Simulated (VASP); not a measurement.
BN: single point with r2SCAN

The system is BN.

```
B N
1.0
     2.54395    0.00000    0.00000
    -1.27197    2.20313    0.00000
     0.00000    0.00000    4.20782
B N
2 2
Direct
  0.33333 0.66667 0.00020
  0.66667 0.33333 0.50020
  0.33333 0.66667 0.37480
  0.66667 0.33333 0.87480
```

- Program: VASP 6.6.1
- Task: single point
- Functional: r2SCAN
- Potentials or basis: VASP PAW PBE potentials, release 64 (B, N)
- Cutoff: 520 eV
- k mesh: 9 × 9 × 6
- Occupations: gaussian, width 0.01 eV
- Spin: no spin polarisation
- Dipole correction: no
- Further INCAR settings: ALGO = Normal; EDIFF = 1e-07; NBANDS = 16

The pressure is 1.1 GPa and the band gap on the k mesh is 5.72 eV, indirect (least direct gap 8.97 eV).

Forces on the atoms (eV/Å):
```
B    0.000  0.000  0.002
B    0.000  0.000  0.002
N    0.000  0.000 -0.002
N    0.000  0.000 -0.002
```

Levels at points of the mesh, in eV from the valence-band top:
```tsv
k point	band 6	band 7	band 8	band 9	band 10	band 11
(0.00, 0.00, 0.00)	-0.27	0.00	0.00	9.08	9.08	9.31
(0.00, 0.00, 0.50)	-1.22	-1.22	-1.22	10.25	10.25	10.69
```

Run time: 89 s on 1 thread of Intel Xeon 6975P-C (shared host), peak memory 0.14 GiB.

Caveat: the PAW data sets were made with another functional, which shifts forces and pressure a little. A k mesh can miss the band edges.
